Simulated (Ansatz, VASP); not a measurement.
**One calculation of Zn, two programs**

The input POSCAR:

```
Zn
1.0
    0.0000000000      1.9906312808      1.9906312808
    1.9906312808      0.0000000000      1.9906312808
    1.9906312808      1.9906312808      0.0000000000
Zn
1
Direct
    0.0000000000      0.0000000000      0.0000000000
```

The input INCAR.step1:

```
SYSTEM = Zn
PREC = Accurate ; ENCUT = 520
EDIFF = 1E-5 ; ISMEAR = -1
SIGMA = 0.05 ; LREAL = .FALSE.
LASPH = .TRUE. ; NELM = 100
ALGO = Normal ; ISIF = 2
LWAVE = .TRUE. ; LCHARG = .FALSE.
GGA = PE ; NBANDS = 12
```

INCAR.step2

```
SYSTEM = Zn
PREC = Accurate ; ENCUT = 520
EDIFF = 1E-6 ; ISMEAR = -1
SIGMA = 0.05 ; LREAL = .FALSE.
LASPH = .TRUE. ; NELM = 100
ALGO = Normal ; ISIF = 2
LWAVE = .FALSE. ; LCHARG = .FALSE.
GGA = PE ; LHFCALC = .TRUE.
AEXX = 0.25 ; PRECFOCK = Normal
ISTART = 1 ; NBANDS = 12
```

The input KPOINTS:

```
regular mesh
0
G
  6 6 6
  0 0 0
```

File input.yaml:

```yaml
crystal:
  lattice:
    - [0.0, 1.9906312808, 1.9906312808]
    - [1.9906312808, 0.0, 1.9906312808]
    - [1.9906312808, 1.9906312808, 0.0]
  atoms:
    - { symbol: Zn, position: [0.0, 0.0, 0.0] }
hamiltonian:
  xc: pbe0
  pseudopotentials: { kind: paw }
kpoints:
  mp_grid: { grid: [6, 6, 6] }
scf:
  occupations: { method: fermi_dirac, width: 0.05 }
output:
  forces: true
  stress: true
  eigenvalues: true
```

Alike in both runs: task single point; functional PBE0; k mesh 6 × 6 × 6; occupations fermi-dirac, width 0.05 eV; no spin polarisation.

|  | VASP | Ansatz |
| --- | --- | --- |
| version | VASP 6.6.1 | Ansatz 0.2.0 |
| potentials or method | VASP PAW PBE potentials, release 64 (Zn) | Ansatz PAW |
| plane-wave cutoff (eV) | 520 | 420 |
| valence electrons in the cell | 12 | 12 |

```tsv
	VASP	Ansatz	Ansatz less VASP
gap on the k mesh at the Fermi level (eV)	none	none	-
pressure (GPa)	-3.6	-3.6	+0.08
```

A gap of «none» marks a metal or a gap that the smearing closes. With one functional, cell and mesh, what is left measures potentials, basis and numerics.

The k mesh is coarse, so the values compare programs but aren't converged.
